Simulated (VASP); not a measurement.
# TaN (Fmm2) in VASP: a series of runs, part 2 of 2

VASP 6.6.1. The steps go on from the part before.

### 3 Single point, PBE (atoms displaced along a vibrational mode, the cell strained)

Input file INCAR:

```
SYSTEM = TaN
ALGO     = Normal         ! electronic algorithm
EDIFF    = 1E-7           ! SCF threshold, eV
ENCUT    = 520            ! plane-wave cutoff, eV
GGA      = PE             ! functional
ISIF     = 2              ! what is computed and relaxed
ISMEAR   = 0              ! smearing method
LASPH    = .True.         ! aspherical terms in the spheres
LCHARG   = .False.        ! write CHGCAR
LREAL    = .False.        ! projectors in reciprocal space
LWAVE    = .False.        ! write WAVECAR
NBANDS   = 15             ! bands
NELM     = 80             ! most SCF steps
PREC     = Accurate       ! precision mode
SIGMA    = 0.15           ! smearing width, eV
```

Input file KPOINTS:

```
k-points
0
Gamma
  18 18 18
  0 0 0
```

Input file POSCAR:

```
TaN
1.0
    0.0000000000      2.1823877491      2.2595612725
    2.1823877491      0.0000000000      2.2595612725
    2.1823877491      2.1823877491      0.0000000000
Ta N
1 1
Direct
    0.4968326312      0.5031673688      0.5031673688
    0.0409173038     -0.0409173038     -0.0409173038
```

Potentials or basis: VASP PAW PBE potentials, release 64 (Ta_pv, N).

The run is started by

```console
> cat potpaw_PBE.64/Ta_pv/POTCAR potpaw_PBE.64/N/POTCAR > POTCAR
> mpirun -np 1 vasp_std > vasp.out
```

OUTCAR:

```text
SYSTEM = TaN
   EDIFF = 1E-7
   ENCUT = 520
   GGA = PE
   ISIF = 2
   ISMEAR = 0
   LASPH = .True.
   LREAL = .False.
   NELM = 80
   PREC = Accurate

 ion  position               nearest neighbor table
   1  0.497  0.503  0.503-   2 1.99   2 2.19   2 2.19   2 2.27   2 2.27   2 2.37
   2  0.041  0.959  0.959-   1 1.99   1 2.19   1 2.19   1 2.27   1 2.27   1 2.37

  LATTYP: Found a body centered tetragonal cell.
 ALAT       =     3.0863623531
 C/A-ratio  =     1.4642229356

  Lattice vectors:

 A1 = (  -2.1823877491,   0.0000000000,   2.2595612725)
 A2 = (   2.1823877491,   0.0000000000,   2.2595612725)
 A3 = (   0.0000000000,   2.1823877491,  -2.2595612725)

Analysis of symmetry for initial positions (statically):
=====================================================================
 Subroutine PRICEL returns:
 Original cell was already a primitive cell.

 Routine SETGRP: Setting up the symmetry group for a
 body centered tetragonal supercell.

 Subroutine GETGRP returns: Found  4 space group operations
 (whereof  4 operations were pure point group operations)
 out of a pool of 16 trial point group operations.

The static configuration has the point symmetry C_2v.

Analysis of symmetry for dynamics (positions and initial velocities):
=====================================================================
 Subroutine PRICEL returns:
 Original cell was already a primitive cell.

 Routine SETGRP: Setting up the symmetry group for a
 body centered tetragonal supercell.

 Subroutine GETGRP returns: Found  4 space group operations
 (whereof  4 operations were pure point group operations)
 out of a pool of 16 trial point group operations.

The dynamic configuration has the point symmetry C_2v.

 Subroutine INISYM returns: Found  4 space group operations
 (whereof  4 operations are pure point group operations),
 and found     1 'primitive' translations

----------------------------------------------------------------------------------------

                                     Primitive cell

  volume of cell :      21.5238

  direct lattice vectors                    reciprocal lattice vectors
[... 119 lines left out ...]
 Gauss-broadening in eV      SIGMA  =   0.15
  energy-cutoff  :      520.00
  volume of cell :       21.52
 maximum number of plane-waves:       604
   NGX = 11   NGY = 11   NGZ = 11

 number of electron      16.0000002 magnetization

 Free energy of the ion-electron system (eV)
  ---------------------------------------------------
  ext. energy  EPLUGINS =         0.00000000
  ---------------------------------------------------
  free energy    TOTEN  =       -21.61675320 eV

  energy without entropy =      -21.60696413  energy(sigma->0) =      -21.61185867

 E-fermi :   9.3166     XC(G=0): -13.3494

 val. band max:        9.3151908307   @ k =  -0.3889   0.0556   0.2222
 cond. band min:       9.3199231070   @ k =  -0.2222   0.1111   0.0000
 fundamental gap:      0.0047322763
 Fermi energy:         9.3166442719

 k-point     1 :       0.0000    0.0000    0.0000
  band No.  band energies     occupation
      1     -26.3670      2.00000
      2     -26.3412      2.00000
      3     -26.3113      2.00000
      4      -9.3638      2.00000
      5       4.7602      2.00000
      6       4.8719      2.00000
      7       4.9518      2.00000
      8       7.5303      2.00000
      9       8.0857      2.00000
     10       8.2391      2.00000
     11       9.1278      1.92493
     12      10.5021      0.00000
     13      11.1458      0.00000
     14      18.7175      0.00000
[... 401 lines left out ...]
      2     -26.4152      2.00000
      3     -26.3516      2.00000
      4      -8.0866      2.00000
      5       1.6128      2.00000
      6       3.1125      2.00000
      7       3.2856      2.00000
      8       8.3036      2.00000
      9       8.9664      1.99904
     10       9.3993      0.43574
     11      11.7443      0.00000
     12      14.2655      0.00000
     13      14.6666      0.00000
     14      21.7068      0.00000
     15      21.8525      0.00000

 [... further k-points ...]

------------------------ aborting loop because EDIFF is reached ----------------------------------------

  FORCE on cell =-STRESS in cart. coord.  units (eV):
  Direction    XX          YY          ZZ          XY          YZ          ZX
  --------------------------------------------------------------------------------------
  -------------------------------------------------------------------------------------
  Total        3.6741065      1.1764323     -1.2388963      0.0000000      0.0000000      0.0000000
  in kB      273.4918407     87.5708488    -92.2205279      0.0000000      0.0000000      0.0000000
  external PRESSURE =      89.6140538 kB  Pullay stress =       0.0000000 kB

 VOLUME and BASIS-vectors are now :
 -----------------------------------------------------------------------------
  energy-cutoff  :      520.00
  volume of cell :       21.52
      direct lattice vectors                 reciprocal lattice vectors
     0.000000000  2.182387749  2.259561273    -0.229106858  0.229106858  0.221281895
     2.182387749  0.000000000  2.259561273     0.229106858 -0.229106858  0.221281895
     2.182387749  2.182387749  0.000000000     0.229106858  0.229106858 -0.221281895

 POSITION                                       TOTAL-FORCE (eV/Angst)
 -----------------------------------------------------------------------------------
      2.19621      2.18239      2.25956        -2.163914      0.000000      0.000000
      4.18618      2.18239      2.25956         2.163914      0.000000      0.000000
 -----------------------------------------------------------------------------------
    total drift:                               -0.000095      0.000000     -0.000000

  FREE ENERGIE OF THE ION-ELECTRON SYSTEM (eV)
  ---------------------------------------------------
  free  energy   TOTEN  =       -21.6167531981 eV

  energy  without entropy=      -21.6069641335  energy(sigma->0) =      -21.61185867
```

It took 1.9 min on 1 thread of AMD EPYC 9R45 (Zen 5), shared host; peak memory 0.35 GiB.

What came out:

```
Free energy            : -21.6168 eV
Pressure               : 9.0 GPa
Largest force          : 2.164 eV/Å
Band gap on the k mesh : zero (bands 8 and 9 overlap by 3.25 eV)
```

Forces in eV/Å, atoms in the order of the input:
```
Ta  -2.164  0.000  0.000
N    2.164  0.000  0.000
```

Caveat: the cell differs from its parent crystal (atoms displaced along a vibrational mode, the cell strained); the stress differs along the axes, from -9 to 27 GPa; spin-orbit coupling is left out, which moves the levels of the heavy elements; forces of over 1 eV/Å act on the atoms, so gaps and moduli don't describe the material at rest.

### 4 Single point, PBE (atoms displaced along a vibrational mode, the cell strained)

Input file INCAR:

```
  PREC = Accurate
  ENCUT = 520
  EDIFF = 1E-6
  ISMEAR = 0
  SIGMA = 0.15
  LREAL = False
  LASPH = True
  NELM = 100
  ALGO = Normal
  ISIF = 2
  LWAVE = False
  LCHARG = True
  GGA = PE
  LELF = True
  LVHAR = True
  NBANDS = 15
```

Input file KPOINTS:

```
Automatic mesh
0
Gamma
  18 18 18
```

Input file POSCAR:

```
TaN
1.0
    0.0000000000      2.1565528357      2.3112310993
    2.1565528357      0.0000000000      2.3112310993
    2.1565528357      2.1565528357      0.0000000000
Ta N
1 1
Direct
    0.4952498232      0.5047501768      0.5047501768
    0.0613646338     -0.0613646338     -0.0613646338
```

The run is started by

```console
> cat potpaw_PBE.64/Ta_pv/POTCAR potpaw_PBE.64/N/POTCAR > POTCAR
> mpirun -np 1 vasp_std > vasp.out
```

Run time: 98 s. Hardware: 1 thread of AMD EPYC 9R45 (Zen 5), shared host; peak memory 0.35 GiB.

The run converged. Its results:

```yaml
Free_energy: -21.1834 eV
Pressure: 22.7 GPa
Largest_force: 4.600 eV/Å
Band_gap_on_the_k_mesh: zero (bands 8 and 9 overlap by 3.00 eV)
```

Forces in eV/Å, atoms in the order of the input:
```
Ta  -4.600  0.000  0.000
N    4.600  0.000  0.000
```

Stress tensor (GPa, compression positive):
```
 63.31   0.00   0.00
  0.00  16.65   0.00
  0.00   0.00 -11.91
```

Levels at points of the mesh, in eV from the Fermi level:
| k point | band 6 | band 7 | band 8 | band 9 | band 10 | band 11 |
| --- | --- | --- | --- | --- | --- | --- |
| (0.00, 0.00, 0.00) | -4.89 | -4.87 | -1.49 | -0.65 | -0.42 | -0.32 |
| (0.50, 0.00, 0.00) | -7.43 | -7.27 | 1.49 | 2.07 | 2.49 | 3.76 |
| (0.50, 0.50, 0.00) | -6.93 | -4.68 | -2.09 | 3.05 | 3.57 | 3.69 |
| (0.50, 0.00, 0.50) | -6.30 | -4.69 | -2.61 | 2.51 | 3.21 | 4.12 |
| (0.00, 0.50, 0.50) | -5.20 | -4.76 | -4.55 | 2.10 | 3.15 | 3.36 |

Caveat: the cell differs from its parent crystal (atoms displaced along a vibrational mode, the cell strained); the stress differs along the axes, from -12 to 63 GPa; spin-orbit coupling is left out, which moves the levels of the heavy elements; forces of over 1 eV/Å act on the atoms, so gaps and moduli don't describe the material at rest.

### 5 The runs side by side

| cell | gap on the mesh (eV) | pressure (GPa) | largest force (eV/Å) |
| --- | --- | --- | --- |
| a = 3.105, b = 3.105, c = 3.159 Å, angles 59.4, 59.4, 61.2°, 2 atoms, atomic positions A | none | 7.8 | 1.53 |
| a = 3.141, b = 3.141, c = 3.086 Å, angles 60.6, 60.6, 58.8°, 2 atoms, atomic positions A | none | 9.0 | 2.16 |
| a = 3.161, b = 3.161, c = 3.050 Å, angles 61.2, 61.2, 57.7°, 2 atoms, atomic positions B | none | 22.7 | 4.60 |

Alike in all rows: task single point; level PBE; potentials or basis VASP PAW PBE potentials, release 64 (Ta_pv, N); no spin polarisation; k mesh 18 × 18 × 18; cutoff (eV) 520; smearing gaussian 0.15 eV.

Caveats: spin-orbit coupling is left out, which moves the levels of the heavy elements; forces of over 1 eV/Å act on the atoms, so gaps and moduli don't describe the material at rest; the stress differs along the axes, from -5 to 16 GPa (at least some runs); the stress differs along the axes, from -9 to 27 GPa (at least some runs); the stress differs along the axes, from -12 to 63 GPa (at least some runs).

Absolute energies hang on the potentials; compare differences alone.
